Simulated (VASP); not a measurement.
Set up this calculation in VASP 6.6.1, as the native input.

* Task: single point
* Functional: LDA
* Potentials or basis: VASP PAW LDA potentials, release 64 (Au)
* Cutoff: 520 eV
* k mesh: 13 × 13 × 13
* Occupations: methfessel-paxton, width 1 eV
* Spin: no spin polarisation
* Dipole correction: no
* Further INCAR settings: ALGO = Normal; EDIFF = 1e-06; NBANDS = 12

The structure of Au lies in POSCAR:

```
Au
1.0
    0.0000000000      2.0229622709      2.0229622709
    2.0229622709      0.0000000000      2.0229622709
    2.0229622709      2.0229622709      0.0000000000
Au
1
Direct
    0.0000000000      0.0000000000      0.0000000000
```

The input as run:

INCAR

```
  PREC = Accurate
  ENCUT = 520
  EDIFF = 1E-6
  ISMEAR = 1
  SIGMA = 1.0
  LREAL = F
  LASPH = T
  NELM = 100
  ALGO = Normal
  ISIF = 2
  LWAVE = F
  LCHARG = F
  NBANDS = 12
```

KPOINTS

```
Automatic mesh
0
Gamma
  13 13 13
```

Potentials or basis: VASP PAW LDA potentials, release 64 (Au).

Command:

```sh
$ cat potpaw_LDA.64/Au/POTCAR > POTCAR
$ mpirun -np 1 vasp_std > vasp.out
```

It gave:

The pressure is 0.6 GPa.

Wall time 17 s on 1 thread of Intel Xeon 8259CL, on a shared host, peak memory 0.14 GiB.
